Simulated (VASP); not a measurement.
# Sb in VASP: further runs

The runs below take Sb through single point, with PBE, r2SCAN.

Program: VASP 6.6.1. These are calculated values, not measurements. Logs are shortened: lines on timing, memory, paths and dates and some standing lists are left out, and cuts for length are marked.

**1. The cell of the first run**

The cell holds a slab with vacuum, 2 atoms: a = 4.105 Å, b = 4.105 Å, c = 26.855 Å, α = 90.00°, β = 90.00°, γ = 120.00°.

**2. Single point, PBE**

INCAR reads:

```
ALGO     = Normal         # electronic algorithm
DIPOL    = 0.5 0.5 0.345
EDIFF    = 1E-6           # SCF threshold, eV
ENCUT    = 520            # plane-wave cutoff, eV
GGA      = PE             # functional
IDIPOL   = 3            
ISIF     = 2              # what is computed and relaxed
ISMEAR   = 0              # smearing method
LASPH    = True           # aspherical terms in the spheres
LCHARG   = False          # write CHGCAR
LDIPOL   = True         
LREAL    = False          # projectors in reciprocal space
LWAVE    = False          # write WAVECAR
NBANDS   = 12             # bands
NELM     = 80             # most SCF steps
PREC     = Accurate       # precision mode
SIGMA    = 0.01           # smearing width, eV
```

KPOINTS reads:

```
k-points
0
Gamma
  6 6 1
```

POSCAR reads:

```
Sb
1.0
    4.1051829493      0.0000000000      0.0000000000
   -2.0525914747      3.5551927213      0.0000000000
    0.0000000000      0.0000000000     26.8552477996
Sb
2
Direct
    0.3333333333      0.6666666667      0.3149797942
    0.6666666667      0.3333333333      0.3749272228
```

Potentials or basis: VASP PAW PBE potentials, release 64 (Sb).

The run is started by

```bash
cat potpaw_PBE.64/Sb/POTCAR > POTCAR
mpirun -np 1 vasp_std > vasp.out
```

OUTCAR:

```text
EDIFF = 1E-6
   ENCUT = 520
   GGA = PE
   ISIF = 2
   ISMEAR = 0
   LASPH = True
   LREAL = False
   NELM = 80
   PREC = Accurate

 ion  position               nearest neighbor table
   1  0.333  0.667  0.315-   2 2.87   2 2.87   2 2.87
   2  0.667  0.333  0.375-   1 2.87   1 2.87   1 2.87

  LATTYP: Found a hexagonal cell.
 ALAT       =     4.1051829493
 C/A-ratio  =     6.5417907390

  Lattice vectors:

 A1 = (   4.1051829493,   0.0000000000,   0.0000000000)
 A2 = (  -2.0525914747,   3.5551927213,   0.0000000000)
 A3 = (   0.0000000000,   0.0000000000,  26.8552477996)

Analysis of symmetry for initial positions (statically):
=====================================================================
 Subroutine PRICEL returns:
 Original cell was already a primitive cell.

 Routine SETGRP: Setting up the symmetry group for a
 hexagonal supercell.

 Subroutine GETGRP returns: Found 12 space group operations
 (whereof  6 operations were pure point group operations)
 out of a pool of 24 trial point group operations.

The static configuration has the point symmetry C_3v.
 The point group associated with its full space group is D_3d.

Analysis of symmetry for dynamics (positions and initial velocities):
=====================================================================
 Subroutine PRICEL returns:
 Original cell was already a primitive cell.

 Routine SETGRP: Setting up the symmetry group for a
 hexagonal supercell.

 Subroutine GETGRP returns: Found 12 space group operations
 (whereof  6 operations were pure point group operations)
 out of a pool of 24 trial point group operations.

The dynamic configuration has the point symmetry C_3v.
 The point group associated with its full space group is D_3d.

 Subroutine INISYM returns: Found 12 space group operations
 (whereof  6 operations are pure point group operations),
 and found     1 'primitive' translations

----------------------------------------------------------------------------------------

                                     Primitive cell

  volume of cell :     391.9447

  direct lattice vectors                    reciprocal lattice vectors
     4.105182949  0.000000000  0.000000000     0.243594503  0.140639352  0.000000000
    -2.052591475  3.555192721  0.000000000     0.000000000  0.281278704  0.000000000
     0.000000000  0.000000000 26.855247800     0.000000000  0.000000000  0.037236670

  length of vectors
     4.105182949  4.105182949 26.855247800     0.281278704  0.281278704  0.037236670

  position of ions in fractional coordinates (direct lattice)
     0.333333333  0.666666667  0.314979794
     0.666666667  0.333333333  0.374927223

  ion indices of the primitive-cell ions
   primitive index   ion index
                 1           1
                 2           2

----------------------------------------------------------------------------------------

 KPOINTS: k-points

Automatic generation of k-mesh.
 Grid dimensions read from file:
 generate k-points for:    6    6    1

 Generating k-lattice:

  Cartesian coordinates                     Fractional coordinates (reciprocal lattice)
     0.040599084  0.023439892  0.000000000     0.166666667 -0.000000000  0.000000000
     0.000000000  0.046879784  0.000000000     0.000000000  0.166666667  0.000000000
     0.000000000  0.000000000  0.037236670     0.000000000  0.000000000  1.000000000

  Length of vectors
     0.046879784  0.046879784  0.037236670

  Shift w.r.t. Gamma in fractional coordinates (k-lattice)
     0.000000000  0.000000000  0.000000000

 Subroutine IBZKPT returns following result:
 ===========================================

 Found      7 irreducible k-points:

 Following reciprocal coordinates:
            Coordinates               Weight
  0.000000  0.000000  0.000000      1.000000
  0.166667  0.000000  0.000000      6.000000
  0.333333  0.000000  0.000000      6.000000
  0.500000  0.000000  0.000000      3.000000
  0.166667  0.166667  0.000000      6.000000
  0.333333  0.166667  0.000000     12.000000
  0.333333  0.333333  0.000000      2.000000
   k-points           NKPTS =      7   k-points in BZ     NKDIM =      7   number of bands    NBANDS=     12
   number of dos      NEDOS =    301   number of ions     NIONS =      2
   total plane-waves  NPLWV = 204800
   dimension x,y,z NGX =    32 NGY =   32 NGZ =  200
   dimension x,y,z NGXF=    64 NGYF=   64 NGZF=  400
   ions per type =               2
   NGX,Y,Z   is equivalent  to a cutoff of  12.96, 12.96, 12.38 a.u.
   NGXF,Y,Z  is equivalent  to a cutoff of  25.92, 25.92, 24.76 a.u.
 SYSTEM =  unknown system
   PREC   = accura    normal or accurate (medium, high low for compatibility)
   ISTART =      0    job   : 0-new  1-cont  2-samecut
   ICHARG =      2    charge: 1-file 2-atom 10-const
   ISPIN  =      1    spin polarized calculation?
   LNONCOLLINEAR =      F non collinear calculations
   LSORBIT =      F    spin-orbit coupling
   LASPH  =      T    aspherical Exc in radial PAW
   ENCUT  =  520.0 eV  38.22 Ry    6.18 a.u.   7.63  7.63 49.93*2*pi/ulx,y,z
   NELM   =     80;   NELMIN=  2; NELMDL= -5     # of ELM steps
   EDIFF  = 0.1E-05   stopping-criterion for ELM
   LREAL  =      F    real-space projection
   EDIFFG = 0.1E-04   stopping-criterion for IOM
   NSW    =      0    number of steps for IOM
   IBRION =     -1    ionic relax: 0-MD 1-quasi-New 2-CG
   NFREE  =      0    steps in history (QN), initial steepest desc. (CG)
   ISIF   =      2    stress and relaxation
   ISYM   =      2    0-nonsym 1-usesym 2-fastsym
   POTIM  = 0.5000    time-step for ionic-motion
   TEBEG  =    0.0;   TEEND  =   0.0 temperature during run
   PSTRESS=    0.0 pullay stress
   NELECT =      10.0000    total number of electrons
   NUPDOWN=      -1.0000    fix difference up-down
   EMIN   =  10.00;   EMAX   =-10.00  energy-range for DOS
   EFERMI =   0.00;   METHOD = LEGACY
   ISMEAR =     0;   SIGMA  =   0.01  broadening in eV -4-tet -1-fermi 0-gaus
   EFERMI_NEDOS =   21; number of points for ismear=-14 and -15
   IALGO  =     38    algorithm
   IMIX   =      4    mixing-type and parameters
     AMIX     =   0.40;   BMIX     =  1.00
     AMIX_MAG =   1.60;   BMIX_MAG =  1.00
  volume/ion in A,a.u.               =     195.97      1322.49
  Fermi-wavevector in a.u.,A,eV,Ry     =   0.481948  0.910749  3.160274  0.232274
  Thomas-Fermi vector in A             =   1.480314
   LORBIT       =      0    0 simple, 1 ext, 2 COOP (PROOUT), +10 PAW based schemes
   GGA     = PE    functional components
   LHFCALC =     F    Hartree Fock is set to
   AEXX    =    0.0000 exact exchange contribution
   IVDW    =     0    specifies the selected vdW correction
   LEPSILON=     F    determine dielectric tensor
   LRPA    =     F    only Hartree local field effects (RPA)
 non-spin polarized calculation
 Gauss-broadening in eV      SIGMA  =   0.01
  energy-cutoff  :      520.00
  volume of cell :      391.94
 maximum number of plane-waves:     10593
 NGX is ok and might be reduce to    32
   NGX = 15   NGY = 15   NGZ = 99

 dipolmoment           0.000000      0.000000      0.000000 electrons x Angstroem

 number of electron      10.0000000 magnetization

 dipolmoment           0.000000      0.000000     -0.000000 electrons x Angstroem

 Free energy of the ion-electron system (eV)
  ---------------------------------------------------
  ext. energy  EPLUGINS =         0.00000000
  ---------------------------------------------------
  free energy    TOTEN  =        -8.08048573 eV

  energy without entropy =       -8.08048573  energy(sigma->0) =       -8.08048573

 E-fermi :  -3.0999     XC(G=0):  -2.0073

 val. band max:       -3.1712467464   @ k =   0.0000   0.0000   0.0000
 cond. band min:      -1.8093564251   @ k =   0.3333   0.0000   0.0000
 fundamental gap:      1.3618903213
 Fermi energy:        -3.0999281039

 k-point     1 :       0.0000    0.0000    0.0000
  band No.  band energies     occupation
      1     -14.4965      2.00000
      2      -9.3263      2.00000
      3      -3.6364      2.00000
      4      -3.1712      2.00000
      5      -3.1712      2.00000
      6      -1.5699      0.00000
      7      -0.3003      0.00000
      8      -0.3003      0.00000
      9       1.2125      0.00000
     10       1.4875      0.00000
     11       1.9318      0.00000
     12       2.2266      0.00000

 k-point     2 :       0.1667    0.0000    0.0000
  band No.  band energies     occupation
      1     -14.2000      2.00000
      2      -9.3578      2.00000
      3      -4.9778      2.00000
      4      -3.7251      2.00000
      5      -3.5423      2.00000
      6      -1.3236      0.00000
      7       0.2142      0.00000
      8       0.2156      0.00000
      9       1.5512      0.00000
     10       1.8101      0.00000
     11       2.2466      0.00000
     12       2.5519      0.00000

 k-point     3 :       0.3333    0.0000    0.0000
  band No.  band energies     occupation
      1     -13.3636      2.00000
      2      -9.9858      2.00000
      3      -6.1496      2.00000
      4      -4.4606      2.00000
      5      -3.8802      2.00000
      6      -1.8094      0.00000
      7       0.0086      0.00000
      8       0.5549      0.00000
      9       2.3186      0.00000
     10       2.4161      0.00000
     11       3.0847      0.00000
     12       3.4300      0.00000

 k-point     4 :       0.5000    0.0000    0.0000
  band No.  band energies     occupation
      1     -12.5475      2.00000
      2     -10.9243      2.00000
      3      -6.0424      2.00000
      4      -4.7433      2.00000
      5      -4.5300      2.00000
      6      -1.5011      0.00000
      7      -0.5595      0.00000
      8       0.5455      0.00000
      9       2.0177      0.00000
     10       3.7558      0.00000
     11       3.8942      0.00000
     12       4.2075      0.00000

 k-point     5 :       0.1667    0.1667    0.0000
  band No.  band energies     occupation
      1     -13.6272      2.00000
      2      -9.6866      2.00000
      3      -5.7966      2.00000
      4      -5.0258      2.00000
      5      -3.5676      2.00000
      6      -0.8618      0.00000
      7      -0.3214      0.00000
      8       0.6999      0.00000
      9       2.1353      0.00000
     10       2.1893      0.00000
     11       2.7642      0.00000
     12       3.1102      0.00000

 k-point     6 :       0.3333    0.1667    0.0000
  band No.  band energies     occupation
      1     -12.6308      2.00000
      2     -10.7098      2.00000
      3      -6.1729      2.00000
      4      -5.4307      2.00000
      5      -4.2363      2.00000
      6      -0.9513      0.00000
      7      -0.2643      0.00000
      8       0.4005      0.00000
      9       2.5485      0.00000
     10       3.3233      0.00000
     11       3.8666      0.00000
     12       4.2378      0.00000

 k-point     7 :       0.3333    0.3333    0.0000
  band No.  band energies     occupation
      1     -11.6411      2.00000
      2     -11.6411      2.00000
      3      -6.7172      2.00000
      4      -4.8750      2.00000
      5      -4.8750      2.00000
      6      -1.5308      0.00000
      7       0.5876      0.00000
      8       0.5876      0.00000
      9       3.5391      0.00000
     10       4.1576      0.00000
     11       4.1576      0.00000
     12       4.6173      0.00000

------------------------ aborting loop because EDIFF is reached ----------------------------------------

 vacuum level on the upper side and lower side of the slab       (xc-potential included)        -0.007        -0.007

  FORCE on cell =-STRESS in cart. coord.  units (eV):
  Direction    XX          YY          ZZ          XY          YZ          ZX
  --------------------------------------------------------------------------------------
  -------------------------------------------------------------------------------------
  Total        0.4716090      0.4716090      0.5582147     -0.0000000      0.0000000      0.0000000
  in kB        1.9278262      1.9278262      2.2818496     -0.0000000      0.0000000      0.0000000
  external PRESSURE =       2.0458340 kB  Pullay stress =       0.0000000 kB

 VOLUME and BASIS-vectors are now :
 -----------------------------------------------------------------------------
  energy-cutoff  :      520.00
  volume of cell :      391.94
      direct lattice vectors                 reciprocal lattice vectors
     4.105182949  0.000000000  0.000000000     0.243594503  0.140639352  0.000000000
    -2.052591475  3.555192721  0.000000000     0.000000000  0.281278704  0.000000000
     0.000000000  0.000000000 26.855247800     0.000000000  0.000000000  0.037236670

 POSITION                                       TOTAL-FORCE (eV/Angst)
 -----------------------------------------------------------------------------------
     -0.00000      2.37013      8.45886         0.000000      0.000000     -0.348049
      2.05259      1.18506     10.06876        -0.000000     -0.000000      0.348049
 -----------------------------------------------------------------------------------
    total drift:                               -0.000000      0.000000     -0.000000

  FREE ENERGIE OF THE ION-ELECTRON SYSTEM (eV)
  ---------------------------------------------------
  free  energy   TOTEN  =        -8.0804857272 eV

  energy  without entropy=       -8.0804857272  energy(sigma->0) =       -8.08048573

 vacuum level on the upper side and lower side of the slab         1.757         1.757
```

Wall time 27 s (1 thread of Intel Xeon 6975P-C (Granite Rapids), shared host); peak memory 0.44 GiB.

What came out:

```
Free energy            : -8.0805 eV
Largest force          : 0.348 eV/Å
Band gap on the k mesh : 1.36 eV, indirect (least direct gap 1.60 eV)
```

Forces on the atoms (eV/Å):
```
Sb   0.000  0.000 -0.348
Sb   0.000  0.000  0.348
```

Caveat: spin-orbit coupling is left out, which moves the levels of the heavy elements.

**3. Single point, r2SCAN**

POSCAR is that of step 2.

INCAR.step1 reads:

```
SYSTEM = Sb
  ALGO = Normal
  DIPOL = 0.5 0.5 0.345
  EDIFF = 1E-4
  ENCUT = 520
  GGA = PE
  IDIPOL = 3
  ISMEAR = 0
  LASPH = .TRUE.
  LCHARG = .FALSE.
  LDIPOL = .TRUE.
  LREAL = .FALSE.
  LWAVE = .TRUE.
  NBANDS = 12
  NELM = 100
  PREC = Accurate
  SIGMA = 0.01
```

INCAR.step2 reads:

```
SYSTEM = Sb
  ALGO = Normal
  DIPOL = 0.5 0.5 0.345
  EDIFF = 1E-6
  ENCUT = 520
  IDIPOL = 3
  ISIF = 2
  ISMEAR = 0
  ISTART = 1
  LASPH = .TRUE.
  LCHARG = .FALSE.
  LDIPOL = .TRUE.
  LMIXTAU = .TRUE.
  LREAL = .FALSE.
  LWAVE = .FALSE.
  METAGGA = R2SCAN
  NBANDS = 12
  NELM = 100
  PREC = Accurate
  SIGMA = 0.01
```

KPOINTS reads:

```
k-points
0
G
  6 6 1
  0 0 0
```

Potentials or basis: VASP PAW PBE potentials, release 64 (Sb).

The run is started by

```bash
cat potpaw_PBE.64/Sb/POTCAR > POTCAR
cp INCAR.step1 INCAR
mpirun -np 1 vasp_std > vasp.out
cp INCAR.step2 INCAR
mpirun -np 1 vasp_std > vasp.out
```

Wall time 1.7 min (1 thread of Intel Xeon 6975P-C (Granite Rapids), shared host); peak memory 0.49 GiB.

It converged, with:

```yaml
Free_energy: -51.2111 eV
Largest_force: 0.106 eV/Å
Band_gap_on_the_k_mesh: 1.62 eV, indirect (least direct gap 2.00 eV)
```

Forces in eV/Å, atoms in the order of the input:
```
Sb   0.000  0.000 -0.106
Sb   0.000  0.000  0.106
```

Levels at points of the mesh, in eV from the valence-band top:
```tsv
k point	band 3	band 4	band 5	band 6	band 7	band 8
(0.00, 0.00, 0.00)	-0.44	0.00	0.00	2.00	3.07	3.07
(0.50, 0.00, 0.00)	-2.95	-1.65	-1.38	1.95	2.89	3.98
```

Caveat: the PAW data sets were made with another functional, which shifts forces and pressure a little; spin-orbit coupling is left out, which moves the levels of the heavy elements.

(Continued in part 2 of 2.)
